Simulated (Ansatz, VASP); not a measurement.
# Sn: VASP beside Ansatz

```
Sn
1.0
     3.48975    0.00000    0.00000
    -1.74488    3.02222    0.00000
     0.00000    0.00000    5.79989
Sn
2
Direct
  0.33333 0.66667 0.25000
  0.66667 0.33333 0.75000
```

Alike in both runs: task single point; functional revPBE; k mesh 12 × 12 × 7; occupations fermi-dirac, width 0.1 eV; no spin polarisation.

|  | VASP | Ansatz |
| --- | --- | --- |
| version | VASP 6.6.1 | Ansatz 0.2.0 |
| potentials or method | VASP PAW PBE potentials, release 64 (Sn_d), cutoff 520 eV | plane waves (420 eV) with PAW, scalar-relativistic |
| valence electrons in the cell | 28 | 28 |

```tsv
	VASP	Ansatz	Ansatz less VASP
pressure (GPa)	-2.7	-2.7	+0.05
traceless stress, the component that is largest in VASP (GPa)	-0.38	-0.38	+0.002
```

VASP's potentials were made for PBE, not for revPBE. With one functional, cell and mesh, what is left measures potentials, basis and numerics.
